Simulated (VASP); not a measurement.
Ru, 1 atom in the cell. Symmetry: Im-3m, No. 229, cubic system. The conventional cell has a = 3.018 Å, b = 3.018 Å, c = 3.018 Å, α = 90.00°, β = 90.00°, γ = 90.00°. Within 3.4 Å of Ru (site symmetry m-3m) lie 14 Ru at 2.61 to 3.02 Å. This isn't the form of Ru at room conditions, which is hcp.

| Property | Result |
| --- | --- |
| Program | VASP 6.6.1 |
| Task | single point |
| Functional | PBEsol |
| Potentials or basis | VASP PAW PBE potentials, release 64 (Ru_pv) |
| Cutoff | 520 eV |
| k mesh | 20 × 20 × 20 |
| Occupations | gaussian, width 0.1 eV |
| Spin | no spin polarisation |
| Dipole correction | no |
| Further INCAR settings | ALGO = Normal; EDIFF = 1e-06; NBANDS = 13 |

Potentials or basis: VASP PAW PBE potentials, release 64 (Ru_pv).

Launch:

```console
$ cat potpaw_PBE.64/Ru_pv/POTCAR > POTCAR
$ mpirun -np 1 vasp_std > vasp.out
```

Hardware: 1 thread of Intel(R) Xeon(R) 6975P-C (Granite Rapids), on a shared host.

**Question.** How long does it take, and how much memory?

**Answer.** Run time: 12 s on 1 thread of Intel(R) Xeon(R) 6975P-C (Granite Rapids), on a shared host, peak memory 0.16 GiB. Counts: scf iterations 11, k points 256.
